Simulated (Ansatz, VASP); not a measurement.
**One calculation of CoPdO2, two programs**

```
CELL_PARAMETERS angstrom
1.40747 0.81260 5.87416
-1.40747 0.81260 5.87416
0.00000 -1.62520 5.87416
ATOMIC_POSITIONS crystal
Co 0.50000 0.50000 0.50000
Pd 0.00000 0.00000 0.00000
O 0.11257 0.11257 0.11257
O 0.88743 0.88743 0.88743
```

Alike in both runs: task single point; functional PBEsol; k mesh 18 × 18 × 18; occupations gaussian, width 0.15 eV; no spin polarisation.

```csv
,VASP,Ansatz
version,VASP 6.6.1,Ansatz 0.2.0
potentials or method,"VASP PAW PBE potentials, release 64 (Co, Pd, O), cutoff 520 eV","scalar-relativistic, plane waves, PAW"
valence electrons in the cell,31,47
```

|  | VASP | Ansatz | Ansatz less VASP |
| --- | --- | --- | --- |
| gap on the k mesh at the Fermi level (eV) | none | none | - |
| pressure (GPa) | -0.1 | 0.0 | +0.11 |
| traceless stress, the component that is largest in VASP (GPa) | -0.06 | 0.01 | +0.075 |
| rms of the force components (eV/Å) | 0.017 | 0.001 | -0.0161 |

VASP's potentials were made for PBE, not for PBEsol. Atom by atom the forces differ by 0.019 eV/Å (rms over components). A gap of «none» marks a metal or a gap that the smearing closes. VASP's potentials hold 31 valence electrons a cell and Ansatz's 47, so a difference there can come from the potentials and not from the codes.
